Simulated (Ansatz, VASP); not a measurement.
Cr3W in VASP and in Ansatz

INCAR

```
SYSTEM = Cr3W
  ALGO = Fast
  EDIFF = 1E-6
  EDIFFG = -0.01
  ENCUT = 600
  GGA = PE
  IBRION = 2
  ISIF = 3
  ISMEAR = 0
  LASPH = .True.
  LCHARG = .False.
  LREAL = .False.
  LWAVE = .False.
  NELM = 60
  NSW = 100
  PREC = Accurate
  SIGMA = 0.1
```

File KPOINTS:

```
k-points
0
Gamma
  12 12 12
  0 0 0
```

File POSCAR:

```
Cr3W
1.0
    3.7440133664      0.0000000000      0.0000000000
    0.0000000000      3.7440133664      0.0000000000
    0.0000000000      0.0000000000      3.7440133664
Cr W
3 1
Direct
    0.0000000000      0.5000000000      0.5000000000
    0.5000000000      0.0000000000      0.5000000000
    0.5000000000      0.5000000000      0.0000000000
    0.0000000000      0.0000000000      0.0000000000
```

Input for Ansatz:

```yaml
crystal:
  lattice:
    - [3.7440133664, 0.0, 0.0]
    - [0.0, 3.7440133664, 0.0]
    - [0.0, 0.0, 3.7440133664]
  atoms:
    - { symbol: Cr, position: [0.0, 0.5, 0.5] }
    - { symbol: Cr, position: [0.5, 0.0, 0.5] }
    - { symbol: Cr, position: [0.5, 0.5, 0.0] }
    - { symbol: W, position: [0.0, 0.0, 0.0] }
basis:
  ecutwfc: 420
kpoints:
  mp_grid: { grid: [12, 12, 12] }
hamiltonian:
  xc: pbe
scf:
  occupations: { method: gaussian, width: 0.1 }
output:
  forces: true
  stress: true
  eigenvalues: true
relax:
  adjacent_minimum: "off"
  f_tol: 0.01
  max_steps: 80
  cell: { stress_tol: 0.05 }
```

Alike in both runs: task relaxation of cell and atoms; functional PBE; k mesh 12 × 12 × 12; occupations gaussian, width 0.1 eV; no spin polarisation.

|  | VASP | Ansatz |
| --- | --- | --- |
| version | VASP 6.6.1 | Ansatz 0.2.0 |
| potentials or method | VASP PAW PBE potentials, release 64 (Cr_pv, W_sv), cutoff 600 eV | scalar-relativistic, plane waves, PAW |
| valence electrons in the cell | 50 | 56 |

|  | VASP | Ansatz | Ansatz less VASP |
| --- | --- | --- | --- |
| gap on the k mesh at the Fermi level, each at its own relaxed structure (eV) | none | none | - |
| relaxed volume (Å³/atom) | 13.10 | 13.11 | +0.005 |
| relaxed cell length with the largest relative difference (Å) | 3.742 | 3.743 | +0.0005 |

A gap of «none» marks a metal or a gap that the smearing closes. VASP's potentials hold 50 valence electrons a cell and Ansatz's 56, so a difference there can come from the potentials and not from the codes.

Neither program's run includes spin-orbit coupling.
